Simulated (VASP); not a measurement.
A run of VASP 6.6.1 is set up as follows.

The input INCAR:

```
SYSTEM = BiTe
PREC     = Accurate       ! precision mode
ENCUT    = 520            ! plane-wave cutoff, eV
EDIFF    = 1E-6           ! SCF threshold, eV
ISMEAR   = 0              ! smearing method
SIGMA    = 0.15           ! smearing width, eV
LREAL    = .FALSE.        ! projectors in reciprocal space
LASPH    = .TRUE.         ! aspherical terms in the spheres
NELM     = 60             ! most SCF steps
ALGO     = Normal         ! electronic algorithm
ISIF     = 2              ! what is computed and relaxed
LWAVE    = .FALSE.        ! write WAVECAR
LCHARG   = .FALSE.        ! write CHGCAR
GGA      = PE             ! functional
NBANDS   = 18             ! bands
```

KPOINTS

```
regular mesh
0
G
  12 12 12
  0 0 0
```

File POSCAR:

```
BiTe
1.0
    2.4227077728      1.3987509848      3.4002242534
   -2.4227077728      1.3987509848      3.4002242534
    0.0000000000     -2.7975019696      3.4002242534
Bi Te
1 1
Direct
    0.5000000000      0.5000000000      0.5000000000
    0.0000000000      0.0000000000      0.0000000000
```

Potentials or basis: VASP PAW PBE potentials, release 64 (Bi_d, Te).

Run with:

```bash
$ cat potpaw_PBE.64/Bi_d/POTCAR potpaw_PBE.64/Te/POTCAR > POTCAR
$ mpirun -np 1 vasp_std > vasp.out
```

Task: Estimate the pressure.

Result: -1.0 GPa.

Task: Predict the band gap on the k mesh.

Result: Zero (an odd number of electrons rules out a gap without spin polarisation).

Caveat: the cell differs from its parent crystal (strain +0.000 along x and y, +0.025 along z); spin-orbit coupling is left out, which moves the levels of the heavy elements; an odd number of electrons without spin polarisation forces a metal; a magnetic or distorted state may lie lower.
